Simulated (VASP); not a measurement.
# TiTe2 (Pnnm) in VASP: relaxation of cell and atoms with PBE

Aim: the relaxation of cell and atoms of TiTe2 with PBE.

Everything below comes from runs of VASP 6.6.1. Logs are shortened: lines on timing, memory, paths and dates and some standing lists are left out, and cuts for length are marked.

**1. The cell of the first run**

Symmetry: Pnnm, No. 58, orthorhombic system. The conventional cell has a = 6.143 Å, b = 7.040 Å, c = 3.736 Å, α = 90.00°, β = 90.00°, γ = 90.00°. Ti (site symmetry 2/m) has 6 Te at 2.74 to 2.81 Å and 2 Ti at 3.74 Å within 3.8 Å. Within 4.1 Å of Te (site symmetry m) lie 3 Ti at 2.74 to 2.81 Å and 12 Te at 3.48 to 4.01 Å.

**2. Relaxation of cell and atoms, PBE**

File INCAR:

```
ALGO = Fast ; EDIFF = 1E-6
EDIFFG = -0.01 ; ENCUT = 600
GGA = PE ; IBRION = 2
ISIF = 3 ; ISMEAR = 0
LASPH = T ; LCHARG = F
LREAL = F ; LWAVE = F
NELM = 80 ; NSW = 100
PREC = Accurate ; SIGMA = 0.1
```

File KPOINTS:

```
k-points
0
Gamma
  6 6 10
```

File POSCAR:

```
TiTe2
1.0
    6.1431551096      0.0000000000      0.0000000000
    0.0000000000      7.0396077225      0.0000000000
    0.0000000000      0.0000000000      3.7355775441
Ti Te
2 4
Direct
    0.0000000000      0.0000000000      0.0000000000
    0.5000000000      0.5000000000      0.5000000000
    0.2237531174      0.3484947505      0.0000000000
    0.7762468826      0.6515052495      0.0000000000
    0.7237531174      0.1515052495      0.5000000000
    0.2762468826      0.8484947505      0.5000000000
```

Potentials or basis: VASP PAW PBE potentials, release 64 (Ti_sv, Te).

Started as:

```
$ cat potpaw_PBE.64/Ti_sv/POTCAR potpaw_PBE.64/Te/POTCAR > POTCAR
$ mpirun -np 1 vasp_std > vasp.out
```

OUTCAR:

```text
EDIFF = 1E-6
   EDIFFG = -0.01
   ENCUT = 600
   GGA = PE
   IBRION = 2
   ISIF = 3
   ISMEAR = 0
   LASPH = T
   LREAL = F
   NELM = 80
   NSW = 100
   PREC = Accurate

 ion  position               nearest neighbor table
   1  0.000  0.000  0.000-   5 2.74   6 2.74   5 2.74   6 2.74   3 2.81   4 2.81
   2  0.500  0.500  0.500-   3 2.74   4 2.74   3 2.74   4 2.74   5 2.81   6 2.81
   3  0.224  0.348  0.000-   2 2.74   2 2.74   1 2.81   4 3.48
   4  0.776  0.652  0.000-   2 2.74   2 2.74   1 2.81   3 3.48
   5  0.724  0.152  0.500-   1 2.74   1 2.74   2 2.81   6 3.48
   6  0.276  0.848  0.500-   1 2.74   1 2.74   2 2.81   5 3.48

  LATTYP: Found a simple orthorhombic cell.
 ALAT       =     3.7355775441
 B/A-ratio  =     1.6444994213
 C/A-ratio  =     1.8844764001

  Lattice vectors:

 A1 = (   0.0000000000,   0.0000000000,   3.7355775441)
 A2 = (   6.1431551096,   0.0000000000,   0.0000000000)
 A3 = (   0.0000000000,   7.0396077225,   0.0000000000)

Analysis of symmetry for initial positions (statically):
=====================================================================
 Subroutine PRICEL returns:
 Original cell was already a primitive cell.

 Routine SETGRP: Setting up the symmetry group for a
 simple orthorhombic supercell.

 Subroutine GETGRP returns: Found  8 space group operations
 (whereof  4 operations were pure point group operations)
 out of a pool of  8 trial point group operations.

The static configuration has the point symmetry C_2h.
 The point group associated with its full space group is D_2h.

Analysis of symmetry for dynamics (positions and initial velocities):
=====================================================================
 Subroutine PRICEL returns:
 Original cell was already a primitive cell.

 Routine SETGRP: Setting up the symmetry group for a
 simple orthorhombic supercell.

 Subroutine GETGRP returns: Found  8 space group operations
 (whereof  4 operations were pure point group operations)
 out of a pool of  8 trial point group operations.

The dynamic configuration has the point symmetry C_2h.
 The point group associated with its full space group is D_2h.

 Subroutine INISYM returns: Found  8 space group operations
 (whereof  4 operations are pure point group operations),
 and found     1 'primitive' translations

----------------------------------------------------------------------------------------

                                     Primitive cell

  volume of cell :     161.5466

  direct lattice vectors                    reciprocal lattice vectors
     6.143155110  0.000000000  0.000000000     0.162782802  0.000000000  0.000000000
     0.000000000  7.039607723  0.000000000     0.000000000  0.142053370  0.000000000
     0.000000000  0.000000000  3.735577544     0.000000000  0.000000000  0.267696223

  length of vectors
     6.143155110  7.039607723  3.735577544     0.162782802  0.142053370  0.267696223

  position of ions in fractional coordinates (direct lattice)
     0.000000000  0.000000000  0.000000000
     0.500000000  0.500000000  0.500000000
     0.223753117  0.348494751  0.000000000
     0.776246883  0.651505249  0.000000000
     0.723753117  0.151505249  0.500000000
     0.276246883  0.848494751  0.500000000

  ion indices of the primitive-cell ions
   primitive index   ion index
                 1           1
                 2           2
                 3           3
                 4           4
                 5           5
                 6           6

----------------------------------------------------------------------------------------
[... 81 lines left out ...]
   NELECT =      48.0000    total number of electrons
   NUPDOWN=      -1.0000    fix difference up-down
   EMIN   =  10.00;   EMAX   =-10.00  energy-range for DOS
   EFERMI =   0.00;   METHOD = LEGACY
   ISMEAR =     0;   SIGMA  =   0.10  broadening in eV -4-tet -1-fermi 0-gaus
   EFERMI_NEDOS =   21; number of points for ismear=-14 and -15
   IALGO  =     68    algorithm
   IMIX   =      4    mixing-type and parameters
     AMIX     =   0.40;   BMIX     =  1.00
     AMIX_MAG =   1.60;   BMIX_MAG =  1.00
  volume/ion in A,a.u.               =      26.92       181.69
  Fermi-wavevector in a.u.,A,eV,Ry     =   1.092419  2.064373 16.236918  1.193380
  Thomas-Fermi vector in A             =   2.228684
   LORBIT       =      0    0 simple, 1 ext, 2 COOP (PROOUT), +10 PAW based schemes
   GGA     = PE    functional components
   LHFCALC =     F    Hartree Fock is set to
   AEXX    =    0.0000 exact exchange contribution
   IVDW    =     0    specifies the selected vdW correction
   LEPSILON=     F    determine dielectric tensor
   LRPA    =     F    only Hartree local field effects (RPA)
 conjugate gradient relaxation of ions
 non-spin polarized calculation
 RMM-DIIS sequential band-by-band and
 Gauss-broadening in eV      SIGMA  =   0.10
  energy-cutoff  :      600.00
  volume of cell :      161.55
 maximum number of plane-waves:      5446
 NGX is ok and might be reduce to    50
   NGX = 25   NGY = 29   NGZ = 15

--------------------------------------- Ionic step        1  -------------------------------------------

 number of electron      47.9999991 magnetization

 Free energy of the ion-electron system (eV)
  ---------------------------------------------------
  ext. energy  EPLUGINS =         0.00000000
  ---------------------------------------------------
  free energy    TOTEN  =       -31.88575282 eV

  energy without entropy =      -31.87487791  energy(sigma->0) =      -31.88031537

------------------------ aborting loop because EDIFF is reached ----------------------------------------

  FORCE on cell =-STRESS in cart. coord.  units (eV):
  Direction    XX          YY          ZZ          XY          YZ          ZX
  --------------------------------------------------------------------------------------
  -------------------------------------------------------------------------------------
  Total       -0.0884822      0.0492206     -0.0878406      0.0000000      0.0000000      0.0000000
  in kB       -0.8775436      0.4881577     -0.8711805      0.0000000      0.0000000      0.0000000
  external PRESSURE =      -0.4201888 kB  Pullay stress =       0.0000000 kB

 VOLUME and BASIS-vectors are now :
 -----------------------------------------------------------------------------
  energy-cutoff  :      600.00
  volume of cell :      161.55
      direct lattice vectors                 reciprocal lattice vectors
     6.143155110  0.000000000  0.000000000     0.162782802  0.000000000  0.000000000
     0.000000000  7.039607723  0.000000000     0.000000000  0.142053370  0.000000000
     0.000000000  0.000000000  3.735577544     0.000000000  0.000000000  0.267696223

 POSITION                                       TOTAL-FORCE (eV/Angst)
 -----------------------------------------------------------------------------------
      0.00000      0.00000      0.00000         0.000000      0.000000      0.000000
      3.07158      3.51980      1.86779         0.000000      0.000000      0.000000
      1.37455      2.45327      0.00000         0.015201      0.018596      0.000000
      4.76861      4.58634      0.00000        -0.015201     -0.018596     -0.000000
      4.44613      1.06654      1.86779         0.015201     -0.018596      0.000000
      1.69703      5.97307      1.86779        -0.015201      0.018596     -0.000000
 -----------------------------------------------------------------------------------
    total drift:                               -0.000000     -0.000000      0.000000

  FREE ENERGIE OF THE ION-ELECTRON SYSTEM (eV)
  ---------------------------------------------------
  free  energy   TOTEN  =       -31.8857528231 eV

  energy  without entropy=      -31.8748779095  energy(sigma->0) =      -31.88031537

--------------------------------------- Ionic step        2  -------------------------------------------

 number of electron      47.9999992 magnetization

 Free energy of the ion-electron system (eV)
  ---------------------------------------------------
  ext. energy  EPLUGINS =         0.00000000
  ---------------------------------------------------
  free energy    TOTEN  =       -31.88590220 eV

  energy without entropy =      -31.87499445  energy(sigma->0) =      -31.88044832

 E-fermi :   6.8167     XC(G=0):  -9.8494

 val. band max:        6.8112653161   @ k =   0.0000   0.3333   0.4000
 cond. band min:       6.8327052354   @ k =   0.3333   0.0000   0.0000
 fundamental gap:      0.0214399193
 Fermi energy:         6.8167163779

 k-point     1 :       0.0000    0.0000    0.0000
  band No.  band energies     occupation
      1     -50.6452      2.00000
      2     -50.6451      2.00000
      3     -26.9631      2.00000
      4     -26.9617      2.00000
      5     -26.9285      2.00000
      6     -26.9273      2.00000
[... 733 lines left out ...]
     27       7.8361      0.00000
     28       7.8506      0.00000

 [... further k-points ...]

------------------------ aborting loop because EDIFF is reached ----------------------------------------

  FORCE on cell =-STRESS in cart. coord.  units (eV):
  Direction    XX          YY          ZZ          XY          YZ          ZX
  --------------------------------------------------------------------------------------
  -------------------------------------------------------------------------------------
  Total        0.0238193      0.0330753      0.0082169      0.0000000      0.0000000      0.0000000
  in kB        0.2364755      0.3283682      0.0815761      0.0000000      0.0000000      0.0000000
  external PRESSURE =       0.2154733 kB  Pullay stress =       0.0000000 kB

 VOLUME and BASIS-vectors are now :
 -----------------------------------------------------------------------------
  energy-cutoff  :      600.00
  volume of cell :      161.38
      direct lattice vectors                 reciprocal lattice vectors
     6.138784649  0.000000000  0.000000000     0.162898694 -0.000000000  0.000000000
     0.000000000  7.042393687  0.000000000     0.000000000  0.141997174  0.000000000
     0.000000000  0.000000000  3.732939191     0.000000000  0.000000000  0.267885425

 POSITION                                       TOTAL-FORCE (eV/Angst)
 -----------------------------------------------------------------------------------
      0.00000      0.00000      0.00000        -0.000000      0.000000     -0.000000
      3.06939      3.52120      1.86647        -0.000000      0.000000     -0.000000
      1.37430      2.45513      0.00000         0.001586      0.006346      0.000000
      4.76448      4.58726      3.73294        -0.001586     -0.006346     -0.000000
      4.44370      1.06606      1.86647         0.001586     -0.006346      0.000000
      1.69509      5.97633      1.86647        -0.001586      0.006346      0.000000
 -----------------------------------------------------------------------------------
    total drift:                                0.000000     -0.000000      0.000000

  FREE ENERGIE OF THE ION-ELECTRON SYSTEM (eV)
  ---------------------------------------------------
  free  energy   TOTEN  =       -31.8859021975 eV

  energy  without entropy=      -31.8749944520  energy(sigma->0) =      -31.88044832

 reached required accuracy - stopping structural energy minimisation
```

It took 54 min on 1 thread of Oxide Virtual Turin-like, shared host; peak memory 0.6 GiB.

Results:

```
Free energy                           : -31.8859 eV
Relaxed volume                        : 26.90 Å³/atom
Relaxed cell                          : a = 6.139 Å, b = 7.042 Å, c = 3.733 Å, α = 90.00°, β = 90.00°, γ = 90.00°
Space group after relaxing (to 0.1 Å) : Pnnm (No. 58)
Energy gained by relaxing             : 0.0 meV/atom
Ionic steps                           : 2
Pressure after relaxing               : 0.0 GPa
Largest force after relaxing          : 0.007 eV/Å
Band gap on the k mesh                : zero (bands 24 and 25 overlap by 0.65 eV)
```

Forces on the atoms (eV/Å):
```
Ti   0.000  0.000  0.000
Ti   0.000  0.000  0.000
Te   0.002  0.006  0.000
Te  -0.002 -0.006  0.000
Te   0.002 -0.006  0.000
Te  -0.002  0.006  0.000
```

Step by step:
| step | energy change (eV) | largest force (eV/Å) | pressure (GPa) | volume (Å³) |
| --- | --- | --- | --- | --- |
| 1 | 0.0000 | 0.0240 | -0.04 | 161.55 |
| 2 | -0.0001 | 0.0065 | 0.02 | 161.38 |

Final structure:
```
Ti Te
1.0
     6.13878    0.00000    0.00000
     0.00000    7.04239    0.00000
     0.00000    0.00000    3.73294
Ti Te
2 4
Cartesian
  0.0000 0.0000 0.0000
  3.0694 3.5212 1.8665
  1.3743 2.4551 0.0000
  4.7645 4.5873 3.7329
  4.4437 1.0661 1.8665
  1.6951 5.9763 1.8665
```

Levels at points of the mesh, in eV from the Fermi level:
| k point | band 22 | band 23 | band 24 | band 25 | band 26 | band 27 |
| --- | --- | --- | --- | --- | --- | --- |
| (0.00, 0.00, 0.00) | -0.35 | 0.11 | 0.53 | 0.55 | 0.66 | 0.78 |
| (0.50, 0.00, 0.00) | -0.47 | -0.30 | -0.30 | 0.07 | 0.07 | 1.22 |
| (0.00, 0.50, 0.00) | -0.58 | -0.51 | -0.51 | 0.32 | 0.32 | 1.12 |
| (0.50, 0.50, 0.00) | -1.47 | -0.19 | -0.19 | 0.15 | 0.15 | 0.58 |
| (0.00, 0.00, 0.50) | -2.50 | -1.26 | -1.26 | 0.56 | 0.56 | 1.35 |
| (0.50, 0.00, 0.50) | -2.46 | 0.14 | 0.14 | 0.32 | 0.32 | 0.68 |
| (0.00, 0.50, 0.50) | -1.84 | -1.28 | -1.28 | -0.12 | -0.12 | 1.19 |
| (0.50, 0.50, 0.50) | -1.42 | -0.73 | -0.73 | 0.50 | 0.50 | 0.93 |

Caveat: spin-orbit coupling is left out, which moves the levels of the heavy elements.

The gap in the log of VASP goes by the Fermi energy; the results here count the filled bands.